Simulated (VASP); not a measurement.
Input of a VASP 6.6.1 run:

INCAR

```
SYSTEM = TiO
PREC     = Accurate       ! precision mode
ENCUT    = 520            ! plane-wave cutoff, eV
EDIFF    = 1E-6           ! SCF threshold, eV
ISMEAR   = -1             ! smearing method
SIGMA    = 0.05           ! smearing width, eV
LREAL    = .FALSE.        ! projectors in reciprocal space
LASPH    = .TRUE.         ! aspherical terms in the spheres
NELM     = 80             ! most SCF steps
ALGO     = Normal         ! electronic algorithm
ISIF     = 2              ! what is computed and relaxed
LWAVE    = .FALSE.        ! write WAVECAR
LCHARG   = .FALSE.        ! write CHGCAR
GGA      = PS             ! functional
NBANDS   = 36             ! bands
```

File KPOINTS:

```
Automatic mesh
0
G
  6 6 9
  0 0 0
```

File POSCAR:

```
TiO
1.0
    4.9561967185      0.0000000000      0.0000000000
   -2.4780983593      4.2921922644      0.0000000000
    0.0000000000      0.0000000000      2.8383076264
Ti O
3 3
Direct
    0.0000000000      0.0000000000      0.0000000000
    0.3333333333      0.6666666667      0.5000000000
    0.6666666667      0.3333333333      0.5000000000
    0.0000000000      0.3947973284      0.0000000000
    0.3947973284      0.0000000000      0.0000000000
    0.6052026716      0.6052026716      0.0000000000
```

Potentials or basis: VASP PAW PBE potentials, release 64 (Ti_sv, O).

Launch:

```bash
$ cat potpaw_PBE.64/Ti_sv/POTCAR potpaw_PBE.64/O/POTCAR > POTCAR
$ mpirun -np 1 vasp_std > vasp.out
```

Question: Predict the largest force.

Answer: 0.012 eV/Å.

Question: What does it give for the pressure?

Answer: 0.8 GPa.

Question: Estimate the band gap on the k mesh.

Answer: Zero (band 27 reaches 11.46 eV, above the bottom of band 28 at 10.04 eV).

Forces in eV/Å, atoms in the order of the input:
```
Ti   0.000  0.000  0.000
Ti   0.000  0.000  0.000
Ti   0.000  0.000  0.000
O   -0.006  0.010  0.000
O    0.012  0.000  0.000
O   -0.006 -0.010  0.000
```

Caveat: the PAW data sets were made with another functional, which shifts forces and pressure a little; semilocal functionals often make such compounds metallic where correlation or magnetic order opens a gap, which also shifts bond lengths.
